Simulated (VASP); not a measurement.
# Mo (Fd-3m) in VASP: a series of runs

The runs below take Mo through relaxation of cell and atoms, with PBE.

Program: VASP 6.6.1. These are calculated values, not measurements. Logs are shortened: lines on timing, memory, paths and dates and some standing lists are left out, and cuts for length are marked.

**1. The cell of the first run**

The structure is cubic, space group Fd-3m (No. 227). The conventional cell has a = 5.450 Å, b = 5.450 Å, c = 5.450 Å, α = 90.00°, β = 90.00°, γ = 90.00°. Mo (site symmetry -43m) has 4 Mo at 2.36 Å within 3.1 Å.

This isn't the form of Mo at room conditions, which is bcc.

**2. Relaxation of cell and atoms, PBE**

Input file INCAR:

```
ALGO = Normal
EDIFF = 1E-6
EDIFFG = -0.01
ENCUT = 600
GGA = PE
IBRION = 2
ISIF = 3
ISMEAR = -1
LASPH = True
LCHARG = False
LREAL = False
LWAVE = False
NELM = 100
NSW = 80
PREC = Accurate
SIGMA = 0.1
```

Input file KPOINTS:

```
k-points
0
Gamma
  14 14 14
```

Input file POSCAR:

```
Mo
1.0
    0.0000000000      2.7250000000      2.7250000000
    2.7250000000      0.0000000000      2.7250000000
    2.7250000000      2.7250000000      0.0000000000
Mo
2
Direct
    0.0000000000      0.0000000000      0.0000000000
    0.2500000000      0.2500000000      0.2500000000
```

Potentials or basis: VASP PAW PBE potentials, release 64 (Mo_sv).

Run with:

```console
$ cat potpaw_PBE.64/Mo_sv/POTCAR > POTCAR
$ mpirun -np 1 vasp_std > vasp.out
```

OUTCAR:

```text
EDIFF = 1E-6
   EDIFFG = -0.01
   ENCUT = 600
   GGA = PE
   IBRION = 2
   ISIF = 3
   ISMEAR = -1
   LASPH = True
   LREAL = False
   NELM = 100
   NSW = 80
   PREC = Accurate

 ion  position               nearest neighbor table
   1  0.000  0.000  0.000-   2 2.36   2 2.36   2 2.36   2 2.36
   2  0.250  0.250  0.250-   1 2.36   1 2.36   1 2.36   1 2.36

  LATTYP: Found a face centered cubic cell.
 ALAT       =     5.4500000000

  Lattice vectors:

 A1 = (   0.0000000000,   2.7250000000,   2.7250000000)
 A2 = (   2.7250000000,   0.0000000000,   2.7250000000)
 A3 = (   2.7250000000,   2.7250000000,   0.0000000000)

Analysis of symmetry for initial positions (statically):
=====================================================================
 Subroutine PRICEL returns:
 Original cell was already a primitive cell.

 Routine SETGRP: Setting up the symmetry group for a
 face centered cubic supercell.

 Subroutine GETGRP returns: Found 48 space group operations
 (whereof 24 operations were pure point group operations)
 out of a pool of 48 trial point group operations.

The static configuration has the point symmetry T_d .
 The point group associated with its full space group is O_h .

Analysis of symmetry for dynamics (positions and initial velocities):
=====================================================================
 Subroutine PRICEL returns:
 Original cell was already a primitive cell.

 Routine SETGRP: Setting up the symmetry group for a
 face centered cubic supercell.

 Subroutine GETGRP returns: Found 48 space group operations
 (whereof 24 operations were pure point group operations)
 out of a pool of 48 trial point group operations.

The dynamic configuration has the point symmetry T_d .
 The point group associated with its full space group is O_h .

 Subroutine INISYM returns: Found 48 space group operations
 (whereof 24 operations are pure point group operations),
 and found     1 'primitive' translations

----------------------------------------------------------------------------------------

                                     Primitive cell

  volume of cell :      40.4697

  direct lattice vectors                    reciprocal lattice vectors
     0.000000000  2.725000000  2.725000000    -0.183486239  0.183486239  0.183486239
     2.725000000  0.000000000  2.725000000     0.183486239 -0.183486239  0.183486239
     2.725000000  2.725000000  0.000000000     0.183486239  0.183486239 -0.183486239

  length of vectors
     3.853731957  3.853731957  3.853731957     0.317807488  0.317807488  0.317807488

  position of ions in fractional coordinates (direct lattice)
     0.000000000  0.000000000  0.000000000
     0.250000000  0.250000000  0.250000000

  ion indices of the primitive-cell ions
   primitive index   ion index
                 1           1
                 2           2

----------------------------------------------------------------------------------------

 KPOINTS: k-points

Automatic generation of k-mesh.
 Grid dimensions read from file:
 generate k-points for:   14   14   14

 Generating k-lattice:

  Cartesian coordinates                     Fractional coordinates (reciprocal lattice)
    -0.013106160  0.013106160  0.013106160     0.071428571  0.000000000  0.000000000
     0.013106160 -0.013106160  0.013106160     0.000000000  0.071428571  0.000000000
     0.013106160  0.013106160 -0.013106160     0.000000000  0.000000000  0.071428571

  Length of vectors
     0.022700535  0.022700535  0.022700535

  Shift w.r.t. Gamma in fractional coordinates (k-lattice)
     0.000000000  0.000000000  0.000000000

 Subroutine IBZKPT returns following result:
 ===========================================

 Found    104 irreducible k-points:

 Following reciprocal coordinates:
            Coordinates               Weight
  0.000000  0.000000  0.000000      1.000000
  0.071429  0.000000  0.000000      8.000000
  0.142857  0.000000  0.000000      8.000000
  0.214286  0.000000  0.000000      8.000000
  0.285714  0.000000  0.000000      8.000000
  0.357143  0.000000  0.000000      8.000000
[... 16 lines left out ...]
  0.214286  0.142857  0.000000     24.000000
  0.285714  0.142857  0.000000     24.000000
 [... further k-points ...]
   k-points           NKPTS =    104   k-points in BZ     NKDIM =    104   number of bands    NBANDS=     18
   number of dos      NEDOS =    301   number of ions     NIONS =      2
   total plane-waves  NPLWV =  32768
   dimension x,y,z NGX =    32 NGY =   32 NGZ =   32
   dimension x,y,z NGXF=    64 NGYF=   64 NGZF=   64
   ions per type =               2
   NGX,Y,Z   is equivalent  to a cutoff of  13.80, 13.80, 13.80 a.u.
   NGXF,Y,Z  is equivalent  to a cutoff of  27.61, 27.61, 27.61 a.u.
 SYSTEM =  unknown system
   PREC   = accura    normal or accurate (medium, high low for compatibility)
   ISTART =      0    job   : 0-new  1-cont  2-samecut
   ICHARG =      2    charge: 1-file 2-atom 10-const
   ISPIN  =      1    spin polarized calculation?
   LNONCOLLINEAR =      F non collinear calculations
   LSORBIT =      F    spin-orbit coupling
   LASPH  =      T    aspherical Exc in radial PAW
   ENCUT  =  600.0 eV  44.10 Ry    6.64 a.u.   7.70  7.70  7.70*2*pi/ulx,y,z
   NELM   =    100;   NELMIN=  2; NELMDL= -5     # of ELM steps
   EDIFF  = 0.1E-05   stopping-criterion for ELM
   LREAL  =      F    real-space projection
   EDIFFG = -.1E-01   stopping-criterion for IOM
   NSW    =     80    number of steps for IOM
   IBRION =      2    ionic relax: 0-MD 1-quasi-New 2-CG
   NFREE  =      1    steps in history (QN), initial steepest desc. (CG)
   ISIF   =      3    stress and relaxation
   ISYM   =      2    0-nonsym 1-usesym 2-fastsym
   POTIM  = 0.5000    time-step for ionic-motion
   TEBEG  =    0.0;   TEEND  =   0.0 temperature during run
   PSTRESS=    0.0 pullay stress
   NELECT =      28.0000    total number of electrons
   NUPDOWN=      -1.0000    fix difference up-down
   EMIN   =  10.00;   EMAX   =-10.00  energy-range for DOS
   EFERMI =   0.00;   METHOD = LEGACY
   ISMEAR =    -1;   SIGMA  =   0.10  broadening in eV -4-tet -1-fermi 0-gaus
   EFERMI_NEDOS =   21; number of points for ismear=-14 and -15
   IALGO  =     38    algorithm
   IMIX   =      4    mixing-type and parameters
     AMIX     =   0.40;   BMIX     =  1.00
     AMIX_MAG =   1.60;   BMIX_MAG =  1.00
  volume/ion in A,a.u.               =      20.23       136.55
  Fermi-wavevector in a.u.,A,eV,Ry     =   1.447941  2.736213 28.525083  2.096534
  Thomas-Fermi vector in A             =   2.565839
   LORBIT       =      0    0 simple, 1 ext, 2 COOP (PROOUT), +10 PAW based schemes
   GGA     = PE    functional components
   LHFCALC =     F    Hartree Fock is set to
   AEXX    =    0.0000 exact exchange contribution
   IVDW    =     0    specifies the selected vdW correction
   LEPSILON=     F    determine dielectric tensor
   LRPA    =     F    only Hartree local field effects (RPA)
 conjugate gradient relaxation of ions
 non-spin polarized calculation
  energy-cutoff  :      600.00
  volume of cell :       40.47
 maximum number of plane-waves:      1369
   NGX = 15   NGY = 15   NGZ = 15

--------------------------------------- Ionic step        1  -------------------------------------------

 number of electron      28.0000001 magnetization

 Free energy of the ion-electron system (eV)
  ---------------------------------------------------
  ext. energy  EPLUGINS =         0.00000000
  ---------------------------------------------------
  free energy    TOTEN  =       -17.15845088 eV

  energy without entropy =      -17.08288860  energy(sigma->0) =      -17.12066974

------------------------ aborting loop because EDIFF is reached ----------------------------------------

  FORCE on cell =-STRESS in cart. coord.  units (eV):
  Direction    XX          YY          ZZ          XY          YZ          ZX
  --------------------------------------------------------------------------------------
  -------------------------------------------------------------------------------------
  Total        4.6975698      4.6975698      4.6975698      0.0000000      0.0000000      0.0000000
  in kB      185.9748874    185.9748874    185.9748874      0.0000000      0.0000000      0.0000000
  external PRESSURE =     185.9748874 kB  Pullay stress =       0.0000000 kB
[... 21 lines left out ...]
  energy  without entropy=      -17.0828885989  energy(sigma->0) =      -17.12066974

--------------------------------------- Ionic step        2  -------------------------------------------

 number of electron      27.9999993 magnetization

 E-fermi :   4.8657     XC(G=0):  -9.9261

 val. band max:        4.8570915151   @ k =  -0.2143   0.2857   0.0714
 cond. band min:       4.8786316547   @ k =  -0.3571   0.4286   0.1429
 fundamental gap:      0.0215401396
 Fermi energy:         4.8656976727

 k-point     1 :       0.0000    0.0000    0.0000
  band No.  band energies     occupation
      1     -55.5162      2.00000
      2     -55.1764      2.00000
      3     -29.7853      2.00000
      4     -29.7853      2.00000
      5     -29.7853      2.00000
      6     -29.1259      2.00000
[... 10 lines left out ...]
     17       6.0024      0.00002
     18       8.3315      0.00000
[... 548 lines left out ...]
  FREE ENERGIE OF THE ION-ELECTRON SYSTEM (eV)
  ---------------------------------------------------
  free  energy   TOTEN  =       -17.4557790938 eV

  energy  without entropy=      -17.3640523841  energy(sigma->0) =      -17.40991574

[... ionic steps 4 to 17 ...]

--------------------------------------- Ionic step       18  -------------------------------------------

 number of electron      28.0000004 magnetization

------------------------ aborting loop because EDIFF is reached ----------------------------------------

  FORCE on cell =-STRESS in cart. coord.  units (eV):
  Direction    XX          YY          ZZ          XY          YZ          ZX
  --------------------------------------------------------------------------------------
  -------------------------------------------------------------------------------------
  Total        0.0491251      0.0491251      0.0491251     -0.0000000      0.0000000     -0.0000000
  in kB        1.7053801      1.7053801      1.7053801     -0.0000000      0.0000000     -0.0000000
  external PRESSURE =       1.7053801 kB  Pullay stress =       0.0000000 kB
[... 57 lines left out ...]
  energy  without entropy=      -17.3655683426  energy(sigma->0) =      -17.41095260

--------------------------------------- Ionic step       20  -------------------------------------------

 number of electron      28.0000003 magnetization

 Free energy of the ion-electron system (eV)
  ---------------------------------------------------
  ext. energy  EPLUGINS =         0.00000000
  ---------------------------------------------------
  free energy    TOTEN  =       -17.45634686 eV

  energy without entropy =      -17.36540992  energy(sigma->0) =      -17.41087839

 E-fermi :   6.8115     XC(G=0): -10.8275

 val. band max:        6.8051627150   @ k =  -0.2143   0.2857   0.0714
 cond. band min:       6.8139457389   @ k =   0.4286   0.2857   0.1429
 fundamental gap:      0.0087830239
 Fermi energy:         6.8114976005

 k-point     1 :       0.0000    0.0000    0.0000
  band No.  band energies     occupation
      1     -53.6251      2.00000
      2     -52.9574      2.00000
      3     -28.0203      2.00000
      4     -28.0203      2.00000
      5     -28.0203      2.00000
      6     -26.9300      2.00000
[... 10 lines left out ...]
     17       8.1242      0.00000
     18      11.1479      0.00000
[... 512 lines left out ...]
  FREE ENERGIE OF THE ION-ELECTRON SYSTEM (eV)
  ---------------------------------------------------
  free  energy   TOTEN  =       -17.4563468563 eV

  energy  without entropy=      -17.3654099206  energy(sigma->0) =      -17.41087839

 reached required accuracy - stopping structural energy minimisation
```

It took 8.3 min on 1 thread of Intel Xeon 8259CL, shared host; peak memory 0.21 GiB.

What came out:

```
Free energy                           : -17.4563 eV
Relaxed volume                        : 23.12 Å³/atom
Relaxed cell                          : a = 4.029 Å, b = 4.029 Å, c = 4.029 Å, α = 60.00°, β = 60.00°, γ = 60.00°
Space group after relaxing (to 0.1 Å) : Fd-3m (No. 227)
Energy gained by relaxing             : 148.9 meV/atom
Ionic steps                           : 20
Pressure after relaxing               : 0.0 GPa
Band gap on the k mesh                : zero (bands 14 and 15 overlap by 0.54 eV)
```

Step by step:
```tsv
step	energy change (eV)	largest force (eV/Å)	pressure (GPa)	volume (Å³)
1	0.0000	0.0000	18.60	40.47
2	0.1840	0.0000	-13.71	55.84
3	-0.2973	0.0000	-0.64	46.51
4	-0.2979	0.0000	-0.25	46.26
5	-0.2978	0.0000	0.14	46.12
6	-0.2978	0.0000	0.25	46.12
7	-0.2978	0.0000	0.24	46.12
8	-0.2978	0.0000	0.23	46.12
9	-0.2978	0.0000	0.23	46.12
10	-0.2978	0.0000	0.23	46.12
11	-0.2978	0.0000	0.23	46.12
12	-0.2978	0.0000	0.23	46.12
13	-0.2978	0.0000	0.23	46.12
14	-0.2978	0.0000	0.24	46.13
15	-0.2978	0.0000	0.25	46.13
16	-0.2978	0.0000	0.22	46.13
17	-0.2978	0.0000	0.21	46.14
18	-0.2979	0.0000	0.17	46.15
19	-0.2979	0.0000	0.11	46.18
20	-0.2979	0.0000	0.00	46.24
```

Final structure:
```yaml
crystal:
  lattice:
    - [0.00000, 2.84878, 2.84878]
    - [2.84878, 0.00000, 2.84878]
    - [2.84878, 2.84878, 0.00000]
  atoms:
    - { symbol: Mo, position: [0.00000, 0.00000, 0.00000] }
    - { symbol: Mo, position: [0.25000, 0.25000, 0.25000] }
```

**3. Relaxation of cell and atoms, PBE, target pressure 5 GPa, at which the enthalpy is minimised**

Input file INCAR:

```
SYSTEM = Mo
PREC = Accurate ; ENCUT = 600
EDIFF = 1E-7 ; ISMEAR = -1
SIGMA = 0.1 ; LREAL = .False.
LASPH = .True. ; NELM = 100
ALGO = Normal ; ISIF = 3
LWAVE = .False. ; LCHARG = .False.
GGA = PE ; IBRION = 2
NSW = 80 ; EDIFFG = -0.01
PSTRESS = 50.0
```

Input file KPOINTS:

```
regular mesh
0
Gamma
  14 14 14
  0 0 0
```

POSCAR is that of step 2.

Potentials or basis: VASP PAW PBE potentials, release 64 (Mo_sv).

Run with:

```console
$ cat potpaw_PBE.64/Mo_sv/POTCAR > POTCAR
$ mpirun -np 1 vasp_std > vasp.out
```

Run time: 5.5 min. Hardware: 1 thread of Intel Xeon 8259CL, shared host; peak memory 0.21 GiB.

Results (log left out):

```yaml
Free_energy: -17.4276 eV
Relaxed_volume: 22.15 Å³/atom
Relaxed_cell: a = 3.971 Å, b = 3.971 Å, c = 3.971 Å, α = 60.00°, β = 60.00°, γ = 60.00°
Space_group_after_relaxing_to_0.1_Å: Fd-3m (No. 227)
Energy_change_on_relaxing_the_run_minimises_the_enthalpy: -134.6 meV/atom
Ionic_steps: 4
Pressure_after_relaxing: 5.0 GPa
Band_gap_on_the_k_mesh: zero (bands 14 and 15 overlap by 0.60 eV)
```

The path:
| step | energy change (eV) | largest force (eV/Å) | pressure (GPa) | volume (Å³) |
| --- | --- | --- | --- | --- |
| 1 | 0.0000 | 0.0000 | 18.60 | 40.47 |
| 2 | -0.1380 | 0.0000 | -9.07 | 51.39 |
| 3 | -0.2737 | 0.0000 | 4.52 | 44.45 |
| 4 | -0.2691 | 0.0000 | 4.95 | 44.29 |

Final structure:
```cif
data_structure
_symmetry_space_group_name_H-M 'P 1'
_symmetry_Int_Tables_number 1
_cell_length_a 3.9714
_cell_length_b 3.9714
_cell_length_c 3.9714
_cell_angle_alpha 60.000
_cell_angle_beta 60.000
_cell_angle_gamma 60.000
_cell_volume 44.29
loop_
_atom_site_label
_atom_site_type_symbol
_atom_site_fract_x
_atom_site_fract_y
_atom_site_fract_z
_atom_site_occupancy
Mo1 Mo 0.00000 0.00000 0.00000 1
Mo2 Mo 0.25000 0.25000 0.25000 1
```

Levels at points of the mesh, in eV from the Fermi level:
| k point | band 10 | band 11 | band 12 | band 13 | band 14 | band 15 | band 16 | band 17 | band 18 |
| --- | --- | --- | --- | --- | --- | --- | --- | --- | --- |
| (0.00, 0.00, 0.00) | -2.35 | -2.35 | -1.38 | -1.38 | -1.38 | 1.36 | 1.36 | 1.36 | 4.55 |
| (0.50, 0.00, 0.00) | -2.17 | -2.08 | -2.08 | -1.67 | -1.67 | 0.41 | 2.38 | 2.38 | 3.79 |
| (0.50, 0.50, 0.00) | -3.18 | -1.63 | -1.63 | 0.06 | 0.06 | 0.55 | 0.55 | 4.11 | 4.11 |

Caveat: the cell is relaxed towards a set pressure, so the run minimises the enthalpy, not the energy.

**4. Relaxation of cell and atoms, PBE, target pressure 10 GPa, at which the enthalpy is minimised**

Input file INCAR:

```
PREC     = Accurate       # precision mode
ENCUT    = 600            # plane-wave cutoff, eV
EDIFF    = 1E-6           # SCF threshold, eV
ISMEAR   = -1             # smearing method
SIGMA    = 0.1            # smearing width, eV
LREAL    = F              # projectors in reciprocal space
LASPH    = T              # aspherical terms in the spheres
NELM     = 100            # most SCF steps
ALGO     = Normal         # electronic algorithm
ISIF     = 3              # what is computed and relaxed
LWAVE    = F              # write WAVECAR
LCHARG   = F              # write CHGCAR
GGA      = PE             # functional
IBRION   = 2              # ionic algorithm
NSW      = 80             # ionic steps
EDIFFG   = -0.01          # ionic threshold
PSTRESS  = 100.0
```

Input file KPOINTS:

```
regular mesh
0
Gamma
  14 14 14
```

POSCAR is that of step 3.

Run with:

```console
$ cat potpaw_PBE.64/Mo_sv/POTCAR > POTCAR
$ mpirun -np 1 vasp_std > vasp.out
```

Run time: 4.3 min. Hardware: 1 thread of Intel Xeon 8259CL, shared host; peak memory 0.21 GiB.

Results (log left out):

```
Free energy                                                : -17.3534 eV
Relaxed volume                                             : 21.34 Å³/atom
Relaxed cell                                               : a = 3.923 Å, b = 3.923 Å, c = 3.923 Å, α = 60.00°, β = 60.00°, γ = 60.00°
Space group after relaxing (to 0.1 Å)                      : Fd-3m (No. 227)
Energy change on relaxing (the run minimises the enthalpy) : -97.5 meV/atom
Ionic steps                                                : 4
Pressure after relaxing                                    : 9.9 GPa
Band gap on the k mesh                                     : zero (bands 14 and 15 overlap by 0.61 eV)
```

Step by step:
```tsv
step	energy change (eV)	largest force (eV/Å)	pressure (GPa)	volume (Å³)
1	0.0000	0.0000	18.60	40.47
2	-0.2917	0.0000	-2.07	47.17
3	-0.1991	0.0000	9.76	42.75
4	-0.1949	0.0000	9.93	42.68
```

Final structure:
```
CELL_PARAMETERS angstrom
0.00000 2.77379 2.77379
2.77379 0.00000 2.77379
2.77379 2.77379 0.00000
ATOMIC_POSITIONS crystal
Mo 0.00000 0.00000 0.00000
Mo 0.25000 0.25000 0.25000
```

Levels at points of the mesh, in eV from the Fermi level:
```csv
k point,band 11,band 12,band 13,band 14,band 15,band 16,band 17,band 18
"(0.00, 0.00, 0.00)",-2.51,-1.45,-1.45,-1.45,1.40,1.40,1.40,4.74
"(0.50, 0.00, 0.00)",-2.23,-2.20,-1.78,-1.78,0.46,2.47,2.47,3.93
"(0.50, 0.50, 0.00)",-1.73,-1.73,0.15,0.15,0.51,0.51,4.26,4.26
```

Caveat: the cell is relaxed towards a set pressure, so the run minimises the enthalpy, not the energy.

(Continued in part 2 of 2.)
